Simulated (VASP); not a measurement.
# Si (a cell with a defect) in VASP: further runs

Si (a cell with a defect) is run at these levels: PBE; tasks: single point.

Everything below comes from runs of VASP 6.6.1. Logs are shortened: lines on timing, memory, paths and dates and some standing lists are left out, and cuts for length are marked.

### Step 1. The cell of the first run

The cell holds a defect, 17 atoms: a = 7.679 Å, b = 7.679 Å, c = 7.679 Å, α = 60.00°, β = 60.00°, γ = 60.00°.

### Step 2. Single point, PBE

The input, INCAR:

```
SYSTEM = Si
PREC = Accurate
ENCUT = 520
EDIFF = 1E-7
ISMEAR = 0
SIGMA = 0.05
LREAL = Auto
LASPH = .TRUE.
NELM = 100
ALGO = Normal
ISIF = 2
LWAVE = .FALSE.
LCHARG = .FALSE.
GGA = PE
NBANDS = 48
```

The input, KPOINTS:

```
Automatic mesh
0
G
  2 2 2
  0 0 0
```

The input, POSCAR:

```
Si
1.0
    0.0000000000      5.4300000000      5.4300000000
    5.4300000000      0.0000000000      5.4300000000
    5.4300000000      5.4300000000      0.0000000000
Si
17
Direct
    0.0447628913     -0.0148643646     -0.0152500000
    0.1269196133      0.1297855433      0.1294021179
   -0.0111618785      0.0084453039      0.5010585635
    0.1269241252      0.1297880295      0.6132878453
   -0.0111619705      0.5014422652      0.0080636280
    0.1269226519      0.6136753223      0.1294034991
   -0.0111615101      0.5014465930      0.5010609576
    0.0957609576      0.6348042357      0.6344219153
    0.5053064457      0.0089965009      0.0086513812
    0.6715833333      0.1095247698      0.1091663904
    0.5053199816      0.0089938306      0.4764923573
    0.6171658379      0.1405953039      0.6208477901
    0.5053124309      0.4768470534      0.0086479742
    0.6171654696      0.6211976980      0.1402426335
    0.4695677716      0.5101944751      0.5098430939
    0.6171662063      0.6211918048      0.6208452118
    0.4400899632      0.8533566298      0.8529956722
```

Potentials or basis: VASP PAW PBE potentials, release 64 (Si).

The run is started by

```console
cat potpaw_PBE.64/Si/POTCAR > POTCAR
mpirun -np 1 vasp_std > vasp.out
```

OUTCAR:

```text
SYSTEM = Si
   PREC = Accurate
   ENCUT = 520
   EDIFF = 1E-7
   ISMEAR = 0
   LREAL = Auto
   LASPH = .TRUE.
   NELM = 100
   ISIF = 2
   GGA = PE

 ion  position               nearest neighbor table
   1  0.045  0.985  0.985-  10 2.34   2 2.35   6 2.35   4 2.35  17 2.48
   2  0.127  0.130  0.129-   3 2.33   5 2.33   1 2.35   9 2.37  17 3.02
   3  0.989  0.008  0.501-  12 2.33   2 2.33   4 2.33   8 2.35
   4  0.127  0.130  0.613-   3 2.33   7 2.33   1 2.35  11 2.37  17 3.02
   5  0.989  0.501  0.008-  14 2.33   2 2.33   6 2.33   8 2.35
   6  0.127  0.614  0.129-   7 2.33   5 2.33   1 2.35  13 2.37  17 3.02
   7  0.989  0.501  0.501-  16 2.33   6 2.33   4 2.33   8 2.35
   8  0.096  0.635  0.634-  15 2.34   3 2.35   7 2.35   5 2.35
   9  0.505  0.009  0.009-  10 2.32   2 2.37  17 2.39  14 2.43  12 2.43
  10  0.672  0.110  0.109-   9 2.32  13 2.32  11 2.32   1 2.34
  11  0.505  0.009  0.476-  10 2.32   4 2.37  17 2.39  16 2.43  12 2.43
  12  0.617  0.141  0.621-  15 2.32   3 2.33  11 2.43   9 2.43  17 2.56
  13  0.505  0.477  0.009-  10 2.32   6 2.37  17 2.39  14 2.43  16 2.43
  14  0.617  0.621  0.140-  15 2.32   5 2.33  13 2.43   9 2.43  17 2.56
  15  0.470  0.510  0.510-  16 2.32  12 2.32  14 2.32   8 2.34
  16  0.617  0.621  0.621-  15 2.32   7 2.33  11 2.43  13 2.43  17 2.56
  17  0.440  0.853  0.853-  11 2.39  13 2.39   9 2.39   1 2.48  12 2.56  16 2.56  14 2.56   2 3.02
                             6 3.02   4 3.02

  LATTYP: Found a face centered cubic cell.
 ALAT       =    10.8600000000

  Lattice vectors:

 A1 = (   0.0000000000,   5.4300000000,   5.4300000000)
 A2 = (   5.4300000000,   0.0000000000,   5.4300000000)
 A3 = (   5.4300000000,   5.4300000000,   0.0000000000)

Analysis of symmetry for initial positions (statically):
=====================================================================
 Subroutine PRICEL returns:
 Original cell was already a primitive cell.

 Routine SETGRP: Setting up the symmetry group for a
 face centered cubic supercell.

 Subroutine GETGRP returns: Found  1 space group operations
 (whereof  1 operations were pure point group operations)
 out of a pool of 48 trial point group operations.

The static configuration has the point symmetry C_1 .

Analysis of symmetry for dynamics (positions and initial velocities):
=====================================================================
 Subroutine PRICEL returns:
 Original cell was already a primitive cell.

 Routine SETGRP: Setting up the symmetry group for a
 face centered cubic supercell.

 Subroutine GETGRP returns: Found  1 space group operations
 (whereof  1 operations were pure point group operations)
[... 124 lines left out ...]
   TEBEG  =    0.0;   TEEND  =   0.0 temperature during run
   PSTRESS=    0.0 pullay stress
   NELECT =      68.0000    total number of electrons
   NUPDOWN=      -1.0000    fix difference up-down
   EMIN   =  10.00;   EMAX   =-10.00  energy-range for DOS
   EFERMI =   0.00;   METHOD = LEGACY
   ISMEAR =     0;   SIGMA  =   0.05  broadening in eV -4-tet -1-fermi 0-gaus
   EFERMI_NEDOS =   21; number of points for ismear=-14 and -15
   IALGO  =     38    algorithm
   IMIX   =      4    mixing-type and parameters
     AMIX     =   0.40;   BMIX     =  1.00
     AMIX_MAG =   1.60;   BMIX_MAG =  1.00
  volume/ion in A,a.u.               =      18.84       127.11
  Fermi-wavevector in a.u.,A,eV,Ry     =   0.976715  1.845724 12.979587  0.953973
  Thomas-Fermi vector in A             =   2.107356
   LORBIT       =      0    0 simple, 1 ext, 2 COOP (PROOUT), +10 PAW based schemes
   GGA     = PE    functional components
   LHFCALC =     F    Hartree Fock is set to
   AEXX    =    0.0000 exact exchange contribution
   IVDW    =     0    specifies the selected vdW correction
   LEPSILON=     F    determine dielectric tensor
   LRPA    =     F    only Hartree local field effects (RPA)
 non-spin polarized calculation
 Gauss-broadening in eV      SIGMA  =   0.05
  energy-cutoff  :      520.00
  volume of cell :      320.21
 maximum number of plane-waves:      8646
 NGX is ok and might be reduce to    60
   NGX = 29   NGY = 29   NGZ = 29

 number of electron      68.0000000 magnetization

 Free energy of the ion-electron system (eV)
  ---------------------------------------------------
  ext. energy  EPLUGINS =         0.00000000
  ---------------------------------------------------
  free energy    TOTEN  =       -87.81885741 eV

  energy without entropy =      -87.80899652  energy(sigma->0) =      -87.81392697

 E-fermi :   6.8654     XC(G=0):  -9.6859

 val. band max:        6.7699617188   @ k =   0.0000   0.0000   0.0000
 cond. band min:       6.8804422282   @ k =   0.0000   0.5000   0.5000
 fundamental gap:      0.1104805094
 Fermi energy:         6.8654280770

 k-point     1 :       0.0000    0.0000    0.0000
  band No.  band energies     occupation
      1      -6.2849      2.00000
      2      -3.8324      2.00000
      3      -3.6246      2.00000
      4      -3.6246      2.00000
      5      -3.4975      2.00000
      6      -2.7242      2.00000
[... 381 lines left out ...]
     45      10.1607      0.00000
     46      10.3754      0.00000
 [bands above 46 left out]

------------------------ aborting loop because EDIFF is reached ----------------------------------------

  FORCE on cell =-STRESS in cart. coord.  units (eV):
  Direction    XX          YY          ZZ          XY          YZ          ZX
  --------------------------------------------------------------------------------------
  -------------------------------------------------------------------------------------
  Total        9.7341914      9.7385853      9.7344881      0.7475439     -0.7460121      0.7457755
  in kB       48.7058336     48.7278188     48.7073178      3.7403981     -3.7327332      3.7315497
  external PRESSURE =      48.7136567 kB  Pullay stress =       0.0000000 kB

 VOLUME and BASIS-vectors are now :
 -----------------------------------------------------------------------------
  energy-cutoff  :      520.00
  volume of cell :      320.21
      direct lattice vectors                 reciprocal lattice vectors
     0.000000000  5.430000000  5.430000000    -0.092081031  0.092081031  0.092081031
     5.430000000  0.000000000  5.430000000     0.092081031 -0.092081031  0.092081031
     5.430000000  5.430000000  0.000000000     0.092081031  0.092081031 -0.092081031

 POSITION                                       TOTAL-FORCE (eV/Angst)
 -----------------------------------------------------------------------------------
     10.69648      5.59025      5.59235         0.093122     -0.092748     -0.093505
      1.40739      1.39183      1.39391        -0.039599     -0.006262     -0.005686
      2.76661      8.09014      5.41525        -0.027410      0.027856      0.031050
      4.03490      4.01935      1.39395         0.005026      0.040192     -0.006469
      2.76662      5.41318      8.09222        -0.027367      0.031513      0.027834
      4.03492      1.39185      4.02145         0.005969     -0.006179      0.040313
[... 9 lines left out ...]
      6.74426      6.72240      6.72428        -0.029491      0.029163      0.029413
      9.26549      7.02146      7.02341         0.232966     -0.234302     -0.233209
 -----------------------------------------------------------------------------------
    total drift:                               -0.000879      0.002288      0.002831

  FREE ENERGIE OF THE ION-ELECTRON SYSTEM (eV)
  ---------------------------------------------------
  free  energy   TOTEN  =       -87.8188574120 eV

  energy  without entropy=      -87.8089965186  energy(sigma->0) =      -87.81392697
```

Run time: 2.6 min. Hardware: 1 thread of AMD EPYC 9R45 (Zen 5), shared host; peak memory 0.43 GiB.

What came out:

| Quantity | Value |
| --- | --- |
| Free energy | -87.8189 eV |
| Pressure | 4.9 GPa |
| Largest force | 0.404 eV/Å |
| Band gap on the k mesh | zero (bands 34 and 35 overlap by 0.11 eV) |

Forces in eV/Å, atoms in the order of the input:
```
Si   0.093 -0.093 -0.094
Si  -0.040 -0.006 -0.006
Si  -0.027  0.028  0.031
Si   0.005  0.040 -0.006
Si  -0.027  0.032  0.028
Si   0.006 -0.006  0.040
Si  -0.031  0.028  0.028
Si  -0.050  0.052  0.051
Si  -0.103 -0.008 -0.008
Si   0.066 -0.066 -0.066
Si   0.008  0.102 -0.007
Si  -0.029  0.029  0.030
Si   0.007 -0.007  0.102
Si  -0.029  0.029  0.029
Si  -0.052  0.052  0.052
Si  -0.029  0.029  0.029
Si   0.233 -0.234 -0.233
```

Stress tensor (GPa, compression positive):
```
 4.87  0.37  0.37
 0.37  4.87 -0.37
 0.37 -0.37  4.87
```

Levels at points of the mesh, in eV from the Fermi level:
```
           k point  band 30  band 31  band 32  band 33  band 34  band 35  band 36  band 37  band 38  band 39
(0.00, 0.00, 0.00)    -1.62    -0.87    -0.76    -0.76    -0.49    -0.10    -0.10     0.13     0.13     0.52
(0.50, 0.00, 0.00)    -1.52    -1.52    -1.37    -1.37    -0.34     0.41     0.41     1.10     1.10     1.20
(0.00, 0.50, 0.00)    -1.54    -1.45    -1.42    -1.13    -0.18     0.21     0.80     0.82     0.92     1.31
(0.00, 0.00, 0.50)    -1.54    -1.45    -1.42    -1.13    -0.18     0.21     0.80     0.82     0.92     1.31
(0.50, 0.50, 0.50)    -1.54    -1.45    -1.42    -1.13    -0.18     0.21     0.80     0.82     0.92     1.31
(0.50, 0.50, 0.00)    -2.03    -1.97    -1.81    -0.89     0.01     0.51     1.15     1.27     1.28     1.90
(0.00, 0.50, 0.50)    -2.03    -1.97    -1.81    -0.89     0.01     0.51     1.15     1.27     1.28     1.90
(0.50, 0.00, 0.50)    -2.03    -1.97    -1.81    -0.89     0.01     0.51     1.15     1.27     1.28     1.90
```

Caveat: the k points lie up to 0.50 Å⁻¹ apart.

### Step 3. Single point, PBE

The input, INCAR:

```
SYSTEM = Si
ALGO     = Normal         ! electronic algorithm
EDIFF    = 1E-6           ! SCF threshold, eV
ENCUT    = 520            ! plane-wave cutoff, eV
GGA      = PE             ! functional
ISIF     = 2              ! what is computed and relaxed
ISMEAR   = 0              ! smearing method
LASPH    = .TRUE.         ! aspherical terms in the spheres
LCHARG   = .TRUE.         ! write CHGCAR
LELF     = .TRUE.         ! ELF
LREAL    = Auto         
LVHAR    = .TRUE.       
LWAVE    = .FALSE.        ! write WAVECAR
NBANDS   = 48             ! bands
NELM     = 100            ! most SCF steps
PREC     = Accurate       ! precision mode
SIGMA    = 0.05           ! smearing width, eV
```

The input, KPOINTS:

```
k-points
0
G
  2 2 2
  0 0 0
```

The input, POSCAR:

```
Si
1.0
    0.0000000000      5.4300000000      5.4300000000
    5.4300000000      0.0000000000      5.4300000000
    5.4300000000      5.4300000000      0.0000000000
Si
17
Direct
    0.0740615101     -0.0246156538     -0.0250837937
    0.1278388582      0.1319228361      0.1314661142
   -0.0151248619      0.0095243094      0.5024476980
    0.1278545120      0.1319265193      0.6080499079
   -0.0151273481      0.5029041436      0.0090717311
    0.1278418048      0.6085189687      0.1314701657
   -0.0151246777      0.5029103131      0.5024526703
    0.0857608656      0.6381518416      0.6376975138
    0.5013535912      0.0167419890      0.0163046041
    0.6909859116      0.1030647330      0.1026689687
    0.5013885820      0.0166808471      0.4650077348
    0.6132191529      0.1411821363      0.6224939227
    0.5013633517      0.4653913444      0.0162832413
    0.6132176796      0.6228985267      0.1407688766
    0.4597852670      0.5134662983      0.5130546961
    0.6132186924      0.6228822284      0.6224881215
    0.5049688766      0.8317325967      0.8313602210
```

Potentials or basis: VASP PAW PBE potentials, release 64 (Si).

The run is started by

```console
cat potpaw_PBE.64/Si/POTCAR > POTCAR
mpirun -np 1 vasp_std > vasp.out
```

Wall time 2.4 min (1 thread of AMD EPYC 9R45 (Zen 5), shared host); peak memory 0.43 GiB.

The run converged. Its results:

| Quantity | Value |
| --- | --- |
| Free energy | -87.7072 eV |
| Pressure | 4.4 GPa |
| Largest force | 0.066 eV/Å |
| Band gap on the k mesh | 0.02 eV |

Forces in eV/Å, atoms in the order of the input:
```
Si  -0.012  0.015  0.013
Si  -0.001 -0.009 -0.009
Si  -0.008  0.008  0.005
Si   0.009  0.002 -0.009
Si  -0.008  0.004  0.008
Si   0.009 -0.008  0.001
Si  -0.005  0.009  0.008
Si  -0.003  0.003  0.003
Si   0.029  0.017  0.017
Si   0.013 -0.014 -0.013
Si  -0.017 -0.030  0.017
Si  -0.021  0.021 -0.014
Si  -0.017  0.017 -0.030
Si  -0.022 -0.014  0.021
Si   0.000 -0.002 -0.001
Si   0.015  0.021  0.021
Si   0.038 -0.038 -0.038
```

Stress tensor (GPa, compression positive):
```
 4.44  0.44  0.44
 0.44  4.44 -0.44
 0.44 -0.44  4.44
```

Levels at points of the mesh, in eV from the valence-band top:
```tsv
k point	band 32	band 33	band 34	band 35	band 36	band 37
(0.00, 0.00, 0.00)	-0.64	-0.64	-0.43	0.02	0.02	0.34
(0.50, 0.00, 0.00)	-1.22	-1.22	-0.15	0.45	0.45	1.28
(0.00, 0.50, 0.00)	-1.30	-0.80	-0.15	0.28	0.73	1.00
(0.00, 0.00, 0.50)	-1.30	-0.80	-0.15	0.28	0.73	1.00
(0.50, 0.50, 0.50)	-1.30	-0.80	-0.15	0.28	0.73	1.00
(0.50, 0.50, 0.00)	-1.65	-0.62	0.00	0.48	1.41	1.55
(0.00, 0.50, 0.50)	-1.65	-0.62	0.00	0.48	1.41	1.55
(0.50, 0.00, 0.50)	-1.65	-0.62	0.00	0.47	1.41	1.55
```

Caveat: the k points lie up to 0.50 Å⁻¹ apart.

[end of part 1 of 2]
